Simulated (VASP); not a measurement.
# Sm (Pm-3m) in VASP: single point with PBE

Aim: the single point of Sm with PBE.

All numbers are computed with VASP 6.6.1; they aren't measurements. Logs are shortened: lines on timing, memory, paths and dates and some standing lists are left out, and cuts for length are marked.

## Step 1: The cell of the first run

The structure is cubic, space group Pm-3m (No. 221). Conventional cell: a = 2.622 Å, b = 2.622 Å, c = 2.622 Å, α = 90.00°, β = 90.00°, γ = 90.00°. Sm (site symmetry m-3m) has 6 Sm at 2.62 Å within 3.5 Å.

## Step 2: Single point, PBE

INCAR

```
SYSTEM = Sm
PREC = Accurate
ENCUT = 520
EDIFF = 1E-6
ISMEAR = -1
SIGMA = 0.13605693000000002
LREAL = .False.
LASPH = .True.
NELM = 60
ALGO = Normal
ISIF = 2
LWAVE = .False.
LCHARG = .True.
GGA = PE
LELF = .True.
LVHAR = .True.
NBANDS = 14
```

KPOINTS

```
regular mesh
0
Gamma
  12 12 12
  0 0 0
```

POSCAR

```
Sm
1.0
    2.6222935067      0.0000000000      0.0000000000
    0.0000000000      2.6222935067      0.0000000000
    0.0000000000      0.0000000000      2.6222935067
Sm
1
Direct
    0.0000000000      0.0000000000      0.0000000000
```

Potentials or basis: VASP PAW PBE potentials, release 64 (Sm).

Launch:

```bash
$ cat potpaw_PBE.64/Sm/POTCAR > POTCAR
$ mpirun -np 1 vasp_std > vasp.out
```

OUTCAR:

```text
SYSTEM = Sm
   PREC = Accurate
   ENCUT = 520
   EDIFF = 1E-6
   ISMEAR = -1
   LREAL = .False.
   LASPH = .True.
   NELM = 60
   ISIF = 2
   GGA = PE

 ion  position               nearest neighbor table
   1  0.000  0.000  0.000-

  LATTYP: Found a simple cubic cell.
 ALAT       =     2.6222935067

  Lattice vectors:

 A1 = (   2.6222935067,   0.0000000000,   0.0000000000)
 A2 = (   0.0000000000,   2.6222935067,   0.0000000000)
 A3 = (   0.0000000000,   0.0000000000,   2.6222935067)

Analysis of symmetry for initial positions (statically):
=====================================================================
 Subroutine PRICEL returns:
 Original cell was already a primitive cell.

 Routine SETGRP: Setting up the symmetry group for a
 simple cubic supercell.

 Subroutine GETGRP returns: Found 48 space group operations
 (whereof 48 operations were pure point group operations)
 out of a pool of 48 trial point group operations.

The static configuration has the point symmetry O_h .

Analysis of symmetry for dynamics (positions and initial velocities):
=====================================================================
 Subroutine PRICEL returns:
 Original cell was already a primitive cell.

 Routine SETGRP: Setting up the symmetry group for a
 simple cubic supercell.

 Subroutine GETGRP returns: Found 48 space group operations
 (whereof 48 operations were pure point group operations)
 out of a pool of 48 trial point group operations.

The dynamic configuration has the point symmetry O_h .

 Subroutine INISYM returns: Found 48 space group operations
 (whereof 48 operations are pure point group operations),
 and found     1 'primitive' translations

----------------------------------------------------------------------------------------

                                     Primitive cell

  volume of cell :      18.0320

  direct lattice vectors                    reciprocal lattice vectors
     2.622293507  0.000000000  0.000000000     0.381345565  0.000000000  0.000000000
     0.000000000  2.622293507  0.000000000     0.000000000  0.381345565  0.000000000
     0.000000000  0.000000000  2.622293507     0.000000000  0.000000000  0.381345565

  length of vectors
     2.622293507  2.622293507  2.622293507     0.381345565  0.381345565  0.381345565

  position of ions in fractional coordinates (direct lattice)
     0.000000000  0.000000000  0.000000000

  ion indices of the primitive-cell ions
   primitive index   ion index
                 1           1

----------------------------------------------------------------------------------------

 KPOINTS: regular mesh

Automatic generation of k-mesh.
 Grid dimensions read from file:
 generate k-points for:   12   12   12

 Generating k-lattice:

  Cartesian coordinates                     Fractional coordinates (reciprocal lattice)
     0.031778797  0.000000000  0.000000000     0.083333333  0.000000000  0.000000000
     0.000000000  0.031778797  0.000000000     0.000000000  0.083333333  0.000000000
     0.000000000  0.000000000  0.031778797     0.000000000  0.000000000  0.083333333

  Length of vectors
     0.031778797  0.031778797  0.031778797

  Shift w.r.t. Gamma in fractional coordinates (k-lattice)
     0.000000000  0.000000000  0.000000000

 Subroutine IBZKPT returns following result:
 ===========================================

 Found     84 irreducible k-points:

 Following reciprocal coordinates:
            Coordinates               Weight
  0.000000  0.000000  0.000000      1.000000
  0.083333  0.000000  0.000000      6.000000
  0.166667  0.000000  0.000000      6.000000
  0.250000  0.000000  0.000000      6.000000
  0.333333  0.000000  0.000000      6.000000
  0.416667  0.000000  0.000000      6.000000
[... 16 lines left out ...]
  0.333333  0.333333  0.000000     12.000000
  0.416667  0.333333  0.000000     24.000000
 [... further k-points ...]
   k-points           NKPTS =     84   k-points in BZ     NKDIM =     84   number of bands    NBANDS=     14
   number of dos      NEDOS =    301   number of ions     NIONS =      1
   total plane-waves  NPLWV =   8000
   dimension x,y,z NGX =    20 NGY =   20 NGZ =   20
   dimension x,y,z NGXF=    40 NGYF=   40 NGZF=   40
   ions per type =               1
   NGX,Y,Z   is equivalent  to a cutoff of  12.68, 12.68, 12.68 a.u.
   NGXF,Y,Z  is equivalent  to a cutoff of  25.36, 25.36, 25.36 a.u.
 SYSTEM =  Sm
   PREC   = accura    normal or accurate (medium, high low for compatibility)
   ISTART =      0    job   : 0-new  1-cont  2-samecut
   ICHARG =      2    charge: 1-file 2-atom 10-const
   ISPIN  =      1    spin polarized calculation?
   LNONCOLLINEAR =      F non collinear calculations
   LSORBIT =      F    spin-orbit coupling
   LASPH  =      T    aspherical Exc in radial PAW
   ENCUT  =  520.0 eV  38.22 Ry    6.18 a.u.   4.88  4.88  4.88*2*pi/ulx,y,z
   NELM   =     60;   NELMIN=  2; NELMDL= -5     # of ELM steps
   EDIFF  = 0.1E-05   stopping-criterion for ELM
   LREAL  =      F    real-space projection
   EDIFFG = 0.1E-04   stopping-criterion for IOM
   NSW    =      0    number of steps for IOM
   IBRION =     -1    ionic relax: 0-MD 1-quasi-New 2-CG
   NFREE  =      0    steps in history (QN), initial steepest desc. (CG)
   ISIF   =      2    stress and relaxation
   ISYM   =      2    0-nonsym 1-usesym 2-fastsym
   POTIM  = 0.5000    time-step for ionic-motion
   TEBEG  =    0.0;   TEEND  =   0.0 temperature during run
   PSTRESS=    0.0 pullay stress
   NELECT =      16.0000    total number of electrons
   NUPDOWN=      -1.0000    fix difference up-down
   EMIN   =  10.00;   EMAX   =-10.00  energy-range for DOS
   EFERMI =   0.00;   METHOD = LEGACY
   ISMEAR =    -1;   SIGMA  =   0.14  broadening in eV -4-tet -1-fermi 0-gaus
   EFERMI_NEDOS =   21; number of points for ismear=-14 and -15
   IALGO  =     38    algorithm
   IMIX   =      4    mixing-type and parameters
     AMIX     =   0.40;   BMIX     =  1.00
     AMIX_MAG =   1.60;   BMIX_MAG =  1.00
  volume/ion in A,a.u.               =      18.03       121.69
  Fermi-wavevector in a.u.,A,eV,Ry     =   1.573138  2.972800 33.671203  2.474764
  Thomas-Fermi vector in A             =   2.674467
   LORBIT       =      0    0 simple, 1 ext, 2 COOP (PROOUT), +10 PAW based schemes
   GGA     = PE    functional components
   LHFCALC =     F    Hartree Fock is set to
   AEXX    =    0.0000 exact exchange contribution
   IVDW    =     0    specifies the selected vdW correction
   LEPSILON=     F    determine dielectric tensor
   LRPA    =     F    only Hartree local field effects (RPA)
 non-spin polarized calculation
  energy-cutoff  :      520.00
  volume of cell :       18.03
 maximum number of plane-waves:       500
 NGX is ok and might be reduce to    20
   NGX =  9   NGY =  9   NGZ =  9

 number of electron      15.9999997 magnetization

 Free energy of the ion-electron system (eV)
  ---------------------------------------------------
  ext. energy  EPLUGINS =         0.00000000
  ---------------------------------------------------
  free energy    TOTEN  =        -5.07615848 eV

  energy without entropy =       -4.55897235  energy(sigma->0) =       -4.81756542

 E-fermi :   6.6804     XC(G=0): -13.0953

 val. band max:        6.6803210588   @ k =   0.3333   0.3333   0.1667
 cond. band min:       6.6865733332   @ k =   0.5000   0.5000   0.0833
 fundamental gap:      0.0062522745
 Fermi energy:         6.6804493487

 k-point     1 :       0.0000    0.0000    0.0000
  band No.  band energies     occupation
      1     -34.0485      2.00000
      2     -10.3753      2.00000
      3     -10.3753      2.00000
      4     -10.3753      2.00000
      5       3.9887      2.00000
      6       4.8677      2.00000
      7       4.8677      2.00000
      8       6.5268      1.51153
      9       6.5268      1.51153
     10       6.5268      1.51153
     11       7.0647      0.11206
     12       7.0647      0.11206
     13       7.0647      0.11206
     14       7.2105      0.03986

 k-point     2 :       0.0833    0.0000    0.0000
  band No.  band energies     occupation
      1     -33.9901      2.00000
      2     -10.9027      2.00000
      3     -10.3304      2.00000
      4     -10.3304      2.00000
      5       4.2596      2.00000
      6       4.9265      1.99999
      7       5.3579      1.99988
      8       6.5267      1.51173
      9       6.5453      1.45956
     10       6.5453      1.45956
     11       7.0751      0.10422
     12       7.0751      0.10422
     13       7.1855      0.04768
     14       7.1981      0.04357

 k-point     3 :       0.1667    0.0000    0.0000
  band No.  band energies     occupation
      1     -33.8262      2.00000
      2     -12.1673      2.00000
      3     -10.2054      2.00000
      4     -10.2054      2.00000
      5       4.6235      2.00000
      6       5.0919      1.99998
      7       6.3768      1.80619
      8       6.5270      1.51079
      9       6.5973      1.29650
     10       6.5973      1.29650
     11       7.1098      0.08173
     12       7.1098      0.08173
     13       7.1647      0.05537
     14       8.0554      0.00008
[... 324 lines left out ...]
 k-point    23 :       0.3333    0.3333    0.0000
  band No.  band energies     occupation
      1     -32.6442      2.00000
      2     -14.2194      2.00000
      3     -14.1368      2.00000
      4      -9.3443      2.00000
      5       3.8951      2.00000
      6       5.8116      1.99664
      7       6.1242      1.96703
      8       6.8116      0.55221
      9       6.8483      0.45101
     10       7.0733      0.10552
     11       7.4006      0.01000
     12       7.4313      0.00799
     13       8.1793      0.00003
     14      14.0832      0.00000

 k-point    24 :       0.4167    0.3333    0.0000
  band No.  band energies     occupation
      1     -32.4536      2.00000
      2     -15.0146      2.00000
      3     -13.9785      2.00000
      4      -9.2137      2.00000
      5       3.1563      2.00000
      6       5.8847      1.99425
      7       6.0638      1.97872
      8       6.8005      0.58540
      9       6.9149      0.30286
     10       7.1563      0.05876
     11       7.2130      0.03913
     12       7.4791      0.00563
     13       8.4712      0.00000
     14      13.3286      0.00000

 [... further k-points ...]
[... 5 lines left out ...]
  --------------------------------------------------------------------------------------
  -------------------------------------------------------------------------------------
  Total        0.0775458      0.0775458      0.0775458      0.0000000      0.0000000      0.0000000
  in kB        6.8900946      6.8900946      6.8900946      0.0000000      0.0000000      0.0000000
  external PRESSURE =       6.8900946 kB  Pullay stress =       0.0000000 kB

 VOLUME and BASIS-vectors are now :
 -----------------------------------------------------------------------------
  energy-cutoff  :      520.00
  volume of cell :       18.03
      direct lattice vectors                 reciprocal lattice vectors
     2.622293507  0.000000000  0.000000000     0.381345565  0.000000000  0.000000000
     0.000000000  2.622293507  0.000000000     0.000000000  0.381345565  0.000000000
     0.000000000  0.000000000  2.622293507     0.000000000  0.000000000  0.381345565

 POSITION                                       TOTAL-FORCE (eV/Angst)
 -----------------------------------------------------------------------------------
      0.00000      0.00000      0.00000         0.000000      0.000000      0.000000
 -----------------------------------------------------------------------------------
    total drift:                               -0.000000      0.000000      0.000000

  FREE ENERGIE OF THE ION-ELECTRON SYSTEM (eV)
  ---------------------------------------------------
  free  energy   TOTEN  =        -5.0761584762 eV

  energy  without entropy=       -4.5589723540  energy(sigma->0) =       -4.81756542
```

Wall time 65 s (1 thread of Intel Xeon 6975P-C, shared host); peak memory 0.15 GiB.

What came out:

```yaml
Free_energy: -5.0762 eV
Pressure: 0.7 GPa
Band_gap_on_the_k_mesh: zero (band 8 reaches 6.90 eV, above the bottom of band 9 at 6.40 eV)
```

Caveat: spin-orbit coupling is left out, which moves the levels of the heavy elements.
